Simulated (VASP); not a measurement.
BN, 2 atoms in the cell. The structure is trigonal, space group R3m (No. 160). Conventional cell: a = 2.489 Å, b = 2.489 Å, c = 9.681 Å, α = 90.00°, β = 90.00°, γ = 120.00°. Within 1.9 Å of B (site symmetry 3m) lie 3 N at 1.44 Å. Within 1.9 Å of N (site symmetry 3m) lie 3 B at 1.44 Å. 

```yaml
Program: VASP 6.6.1
Task: single point
Functional: LDA
Potentials_or_basis: VASP PAW LDA potentials, release 64 (B, N)
Cutoff: 520 eV
k_mesh: 12 × 12 × 12
Occupations: gaussian, width 0.02 eV
Spin: no spin polarisation
Dipole_correction: no
Further_INCAR_settings: ALGO = Normal; EDIFF = 1e-06; NBANDS = 11
```

Potentials or basis: VASP PAW LDA potentials, release 64 (B, N).

Command:

```console
$ cat potpaw_LDA.64/B/POTCAR potpaw_LDA.64/N/POTCAR > POTCAR
$ mpirun -np 1 vasp_std > vasp.out
```

Hardware: 1 thread of Intel(R) Xeon(R) 6975P-C (Granite Rapids) (shared host).

Q: Estimate the wall time of this run.

A: Wall time 24 s on 1 thread of Intel(R) Xeon(R) 6975P-C (Granite Rapids), with other jobs on the host, peak memory 0.15 GiB. Counts: scf iterations 12, k points 189.
